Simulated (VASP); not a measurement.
# Nd2AlSe3 (P-3m1) in VASP: further runs, part 2 of 2

VASP 6.6.1. The steps go on from the part before.

**3. Relaxation of cell and atoms, PBE**

The input, INCAR:

```
SYSTEM = Nd2AlSe3
PREC = Accurate
ENCUT = 500
EDIFF = 1E-7
ISMEAR = 0
SIGMA = 0.1
LREAL = .FALSE.
LASPH = .TRUE.
NELM = 200
ALGO = Normal
ISIF = 3
LWAVE = .FALSE.
LCHARG = .FALSE.
GGA = PE
IBRION = 2
NSW = 100
EDIFFG = -0.01
GGA_COMPAT = .FALSE.
NELMIN = 4
LMAXMIX = 6
```

The input, KPOINTS:

```
regular mesh
0
G
  12 12 6
  0 0 0
```

The input, POSCAR:

```
Nd2AlSe3
1.0
    5.2412248949      0.0000000000      0.0000000000
   -2.6206124475      4.5390339060      0.0000000000
    0.0000000000      0.0000000000      6.0192417988
Nd Al Se
2 1 3
Direct
    0.3333333333      0.6666666667      0.2933027410
    0.6666666667      0.3333333333      0.7066972590
    0.0000000000      0.0000000000      0.0000000000
    0.3333333333      0.6666666667      0.7917442038
    0.6666666667      0.3333333333      0.2082557962
    0.0000000000      0.0000000000      0.5000000000
```

Potentials or basis: VASP PAW PBE potentials, release 64 (Nd_3, Al, Se), 4f in core.

The run is started by

```bash
cat potpaw_PBE.64/Nd_3/POTCAR potpaw_PBE.64/Al/POTCAR potpaw_PBE.64/Se/POTCAR > POTCAR
mpirun -np 1 vasp_std > vasp.out
```

OUTCAR:

```text
SYSTEM = Nd2AlSe3
   PREC = Accurate
   ENCUT = 500
   EDIFF = 1E-7
   ISMEAR = 0
   LREAL = .FALSE.
   LASPH = .TRUE.
   NELM = 200
   ISIF = 3
   GGA = PE
   IBRION = 2
   NSW = 100
   EDIFFG = -0.01
   NELMIN = 4

 ion  position               nearest neighbor table
   1  0.333  0.667  0.293-   4 3.00   4 3.02   5 3.07   5 3.07   5 3.07   6 3.27   6 3.27   6 3.27
                             3 3.50   3 3.50   3 3.50
   2  0.667  0.333  0.707-   5 3.00   5 3.02   4 3.07   4 3.07   4 3.07   6 3.27   6 3.27   6 3.27
                             3 3.50   3 3.50   3 3.50
   3  0.000  0.000  0.000-   6 3.01   6 3.01   1 3.50   2 3.50   2 3.50   1 3.50   2 3.50   1 3.50

   4  0.333  0.667  0.792-   1 3.00   1 3.02   2 3.07   2 3.07   2 3.07
   5  0.667  0.333  0.208-   2 3.00   2 3.02   1 3.07   1 3.07   1 3.07
   6  0.000  0.000  0.500-   3 3.01   3 3.01   1 3.27   2 3.27   2 3.27   1 3.27   2 3.27   1 3.27

  LATTYP: Found a hexagonal cell.
 ALAT       =     5.2412248949
 C/A-ratio  =     1.1484418088

  Lattice vectors:

 A1 = (   5.2412248949,   0.0000000000,   0.0000000000)
 A2 = (  -2.6206124475,   4.5390339060,   0.0000000000)
 A3 = (   0.0000000000,   0.0000000000,   6.0192417988)

Analysis of symmetry for initial positions (statically):
=====================================================================
 Subroutine PRICEL returns:
 Original cell was already a primitive cell.

 Routine SETGRP: Setting up the symmetry group for a
 hexagonal supercell.

 Subroutine GETGRP returns: Found 12 space group operations
 (whereof 12 operations were pure point group operations)
 out of a pool of 24 trial point group operations.

The static configuration has the point symmetry D_3d.

Analysis of symmetry for dynamics (positions and initial velocities):
=====================================================================
 Subroutine PRICEL returns:
 Original cell was already a primitive cell.

 Routine SETGRP: Setting up the symmetry group for a
 hexagonal supercell.

 Subroutine GETGRP returns: Found 12 space group operations
 (whereof 12 operations were pure point group operations)
 out of a pool of 24 trial point group operations.

The dynamic configuration has the point symmetry D_3d.

 Subroutine INISYM returns: Found 12 space group operations
 (whereof 12 operations are pure point group operations),
 and found     1 'primitive' translations

----------------------------------------------------------------------------------------

                                     Primitive cell

  volume of cell :     143.1983

  direct lattice vectors                    reciprocal lattice vectors
     5.241224895  0.000000000  0.000000000     0.190795095  0.110155599  0.000000000
    -2.620612448  4.539033906  0.000000000     0.000000000  0.220311199  0.000000000
     0.000000000  0.000000000  6.019241799     0.000000000  0.000000000  0.166133881

  length of vectors
     5.241224895  5.241224895  6.019241799     0.220311199  0.220311199  0.166133881

  position of ions in fractional coordinates (direct lattice)
     0.333333333  0.666666667  0.293302741
     0.666666667  0.333333333  0.706697259
     0.000000000  0.000000000  0.000000000
[... 64 lines left out ...]
  0.000000  0.166667  0.166667      6.000000
 [... further k-points ...]
   k-points           NKPTS =    100   k-points in BZ     NKDIM =    100   number of bands    NBANDS=     25
   number of dos      NEDOS =    301   number of ions     NIONS =      6
   total plane-waves  NPLWV =  76800
   dimension x,y,z NGX =    40 NGY =   40 NGZ =   48
   dimension x,y,z NGXF=    80 NGYF=   80 NGZF=   96
   ions per type =               2   1   3
   NGX,Y,Z   is equivalent  to a cutoff of  12.69, 12.69, 13.26 a.u.
   NGXF,Y,Z  is equivalent  to a cutoff of  25.38, 25.38, 26.51 a.u.
 SYSTEM =  Nd2AlSe3
   PREC   = accura    normal or accurate (medium, high low for compatibility)
   ISTART =      0    job   : 0-new  1-cont  2-samecut
   ICHARG =      2    charge: 1-file 2-atom 10-const
   ISPIN  =      1    spin polarized calculation?
   LNONCOLLINEAR =      F non collinear calculations
   LSORBIT =      F    spin-orbit coupling
   LASPH  =      T    aspherical Exc in radial PAW
   ENCUT  =  500.0 eV  36.75 Ry    6.06 a.u.   9.56  9.56 10.97*2*pi/ulx,y,z
   NELM   =    200;   NELMIN=  4; NELMDL= -5     # of ELM steps
   EDIFF  = 0.1E-06   stopping-criterion for ELM
   LREAL  =      F    real-space projection
   EDIFFG = -.1E-01   stopping-criterion for IOM
   NSW    =    100    number of steps for IOM
   IBRION =      2    ionic relax: 0-MD 1-quasi-New 2-CG
   NFREE  =      1    steps in history (QN), initial steepest desc. (CG)
   ISIF   =      3    stress and relaxation
   ISYM   =      2    0-nonsym 1-usesym 2-fastsym
   POTIM  = 0.5000    time-step for ionic-motion
   TEBEG  =    0.0;   TEEND  =   0.0 temperature during run
   PSTRESS=    0.0 pullay stress
   NELECT =      43.0000    total number of electrons
   NUPDOWN=      -1.0000    fix difference up-down
   EMIN   =  10.00;   EMAX   =-10.00  energy-range for DOS
   EFERMI =   0.00;   METHOD = LEGACY
   ISMEAR =     0;   SIGMA  =   0.10  broadening in eV -4-tet -1-fermi 0-gaus
   EFERMI_NEDOS =   21; number of points for ismear=-14 and -15
   IALGO  =     38    algorithm
   IMIX   =      4    mixing-type and parameters
     AMIX     =   0.40;   BMIX     =  1.00
     AMIX_MAG =   1.60;   BMIX_MAG =  1.00
  volume/ion in A,a.u.               =      23.87       161.06
  Fermi-wavevector in a.u.,A,eV,Ry     =   1.096272  2.071654 16.351648  1.201812
  Thomas-Fermi vector in A             =   2.232611
   LORBIT       =      0    0 simple, 1 ext, 2 COOP (PROOUT), +10 PAW based schemes
   GGA     = PE    functional components
   LHFCALC =     F    Hartree Fock is set to
   AEXX    =    0.0000 exact exchange contribution
   IVDW    =     0    specifies the selected vdW correction
   LEPSILON=     F    determine dielectric tensor
   LRPA    =     F    only Hartree local field effects (RPA)
 conjugate gradient relaxation of ions
 non-spin polarized calculation
 Gauss-broadening in eV      SIGMA  =   0.10
  energy-cutoff  :      500.00
  volume of cell :      143.20
 maximum number of plane-waves:      3663
 NGX is ok and might be reduce to    40
   NGX = 19   NGY = 19   NGZ = 21

--------------------------------------- Ionic step        1  -------------------------------------------

 number of electron      42.9999998 magnetization

 Free energy of the ion-electron system (eV)
  ---------------------------------------------------
  ext. energy  EPLUGINS =         0.00000000
  ---------------------------------------------------
  free energy    TOTEN  =       -31.15297295 eV

  energy without entropy =      -31.14088991  energy(sigma->0) =      -31.14693143

------------------------ aborting loop because EDIFF is reached ----------------------------------------

  FORCE on cell =-STRESS in cart. coord.  units (eV):
  Direction    XX          YY          ZZ          XY          YZ          ZX
  --------------------------------------------------------------------------------------
  -------------------------------------------------------------------------------------
  Total        0.4186582      0.4186582     -0.5356306     -0.0000000      0.0000000      0.0000000
  in kB        4.6841647      4.6841647     -5.9929129     -0.0000000      0.0000000      0.0000000
  external PRESSURE =       1.1251388 kB  Pullay stress =       0.0000000 kB
[... 307 lines left out ...]
--------------------------------------- Ionic step        9  -------------------------------------------

 number of electron      42.9999999 magnetization

 Free energy of the ion-electron system (eV)
  ---------------------------------------------------
  ext. energy  EPLUGINS =         0.00000000
  ---------------------------------------------------
  free energy    TOTEN  =       -31.15721925 eV

  energy without entropy =      -31.14519061  energy(sigma->0) =      -31.15120493

 E-fermi :   5.4827     XC(G=0): -10.1549

 val. band max:        5.4603032265   @ k =   0.5000  -0.0000   0.3333
 cond. band min:       5.4841294712   @ k =   0.2500   0.0833   0.1667
 fundamental gap:      0.0238262447
 Fermi energy:         5.4826862097

 k-point     1 :       0.0000    0.0000    0.0000
  band No.  band energies     occupation
      1     -33.1662      2.00000
      2     -33.1340      2.00000
      3     -14.4729      2.00000
      4     -14.3470      2.00000
      5     -14.3470      2.00000
      6     -14.2395      2.00000
[... 661 lines left out ...]
     24       6.3781      0.00000
     25       6.7211      0.00000

 [... further k-points ...]

------------------------ aborting loop because EDIFF is reached ----------------------------------------

  FORCE on cell =-STRESS in cart. coord.  units (eV):
  Direction    XX          YY          ZZ          XY          YZ          ZX
  --------------------------------------------------------------------------------------
  -------------------------------------------------------------------------------------
  Total        0.0148062      0.0148062      0.0207885     -0.0000000     -0.0000000     -0.0000000
  in kB        0.1651776      0.1651776      0.2319172     -0.0000000     -0.0000000     -0.0000000
  external PRESSURE =       0.1874242 kB  Pullay stress =       0.0000000 kB
[... 21 lines left out ...]
  FREE ENERGIE OF THE ION-ELECTRON SYSTEM (eV)
  ---------------------------------------------------
  free  energy   TOTEN  =       -31.1572192519 eV

  energy  without entropy=      -31.1451906134  energy(sigma->0) =      -31.15120493

 reached required accuracy - stopping structural energy minimisation
```

Wall time 17 min (1 thread of Intel Xeon 6975P-C (Granite Rapids), shared host); peak memory 0.52 GiB.

Results:

| Item | Value |
| --- | --- |
| Free energy | -31.1572 eV |
| Relaxed volume | 23.94 Å³/atom |
| Relaxed cell | a = 5.269 Å, b = 5.269 Å, c = 5.974 Å, α = 90.00°, β = 90.00°, γ = 120.00° |
| Space group after relaxing (to 0.1 Å) | P-3m1 (No. 164) |
| Energy gained by relaxing | 0.7 meV/atom |
| Ionic steps | 9 |
| Pressure after relaxing | 0.0 GPa |
| Largest force after relaxing | 0.004 eV/Å |
| Band gap on the k mesh | zero (an odd number of electrons rules out a gap without spin polarisation) |

Forces on the atoms (eV/Å):
```
Nd   0.000  0.000 -0.003
Nd   0.000  0.000  0.003
Al   0.000  0.000  0.000
Se   0.000  0.000  0.004
Se   0.000  0.000 -0.004
Se   0.000  0.000  0.000
```

Step by step:
| step | energy change (eV) | largest force (eV/Å) | pressure (GPa) | volume (Å³) |
| --- | --- | --- | --- | --- |
| 1 | 0.0000 | 0.0089 | 0.11 | 143.20 |
| 2 | -0.0034 | 0.0193 | 0.00 | 143.54 |
| 3 | -0.0039 | 0.0315 | -0.05 | 143.71 |
| 4 | -0.0040 | 0.0225 | 0.03 | 143.55 |
| 5 | -0.0040 | 0.0185 | 0.06 | 143.48 |
| 6 | -0.0041 | 0.0160 | 0.04 | 143.54 |
| 7 | -0.0042 | 0.0175 | -0.02 | 143.70 |
| 8 | -0.0042 | 0.0111 | 0.00 | 143.66 |
| 9 | -0.0042 | 0.0040 | 0.02 | 143.62 |

Final structure:
```xyz
6
Lattice="5.2686 0.0000 0.0000 -2.6343 4.5628 0.0000 0.0000 0.0000 5.9742" Properties=species:S:1:pos:R:3 pbc="T T T"
Nd    0.0000    3.0418    1.7440
Nd    2.6343    1.5209    4.2302
Al    0.0000    0.0000    0.0000
Se    0.0000    3.0418    4.7206
Se    2.6343    1.5209    1.2536
Se    0.0000    0.0000    2.9871
```

Caveat: spin-orbit coupling is left out, which moves the levels of the heavy elements; the 4f electrons are frozen in the core, so they carry no moment and show no levels; the run has no spin polarisation, though such a crystal can be magnetic.

The gap in the log of VASP goes by the Fermi energy; the results here count the filled bands.